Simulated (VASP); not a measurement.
Here is a VASP 6.6.1 calculation.

Contents of POSCAR:

```
Si
1.0
    3.9845701589      0.0000000000      0.0000000000
   -1.9922850795      3.4507389808      0.0000000000
    0.0000000000      0.0000000000      6.8392317602
Si
4
Direct
    0.3333333333      0.6666666667      0.0630095000
    0.6666666667      0.3333333333      0.5630095000
    0.3333333333      0.6666666667      0.4369905000
    0.6666666667      0.3333333333      0.9369905000
```

The input INCAR.step1:

```
PREC     = Accurate       # precision mode
ENCUT    = 520            # plane-wave cutoff, eV
ISMEAR   = 0              # smearing method
SIGMA    = 0.05           # smearing width, eV
LREAL    = F              # projectors in reciprocal space
LASPH    = T              # aspherical terms in the spheres
NELM     = 80             # most SCF steps
NBANDS   = 16             # bands
GGA      = PE             # functional
ALGO     = Normal         # electronic algorithm
EDIFF    = 1E-4           # SCF threshold, eV
LWAVE    = T              # write WAVECAR
LCHARG   = F              # write CHGCAR
```

The input INCAR.step2:

```
PREC     = Accurate       # precision mode
ENCUT    = 520            # plane-wave cutoff, eV
EDIFF    = 1E-7           # SCF threshold, eV
ISMEAR   = 0              # smearing method
SIGMA    = 0.05           # smearing width, eV
LREAL    = F              # projectors in reciprocal space
LASPH    = T              # aspherical terms in the spheres
NELM     = 80             # most SCF steps
ALGO     = Normal         # electronic algorithm
ISIF     = 2              # what is computed and relaxed
LWAVE    = F              # write WAVECAR
LCHARG   = F              # write CHGCAR
METAGGA  = R2SCAN         # meta-GGA
LMIXTAU  = T            
NBANDS   = 16             # bands
ISTART   = 1
```

KPOINTS

```
regular mesh
0
Gamma
  12 12 6
```

Potentials or basis: VASP PAW PBE potentials, release 64 (Si).

Command:

```console
$ cat potpaw_PBE.64/Si/POTCAR > POTCAR
$ cp INCAR.step1 INCAR
$ mpirun -np 1 vasp_std > vasp.out
$ cp INCAR.step2 INCAR
$ mpirun -np 1 vasp_std > vasp.out
```

**Question.** Predict the band gap on the k mesh.

**Answer.** 0.84 eV (least direct gap 1.30 eV).

**Question.** Predict the pressure.

**Answer.** -10.7 GPa.

Stress tensor (GPa, compression positive):
```
 -8.91   0.00   0.00
  0.00  -8.91   0.00
  0.00   0.00 -14.25
```

Caveat: the cell differs from its parent crystal (strain +0.040 along x and y, +0.080 along z); the stress differs along the axes, from -14 to -9 GPa; the PAW data sets were made with another functional, which shifts forces and pressure a little. A k mesh can miss the band edges.
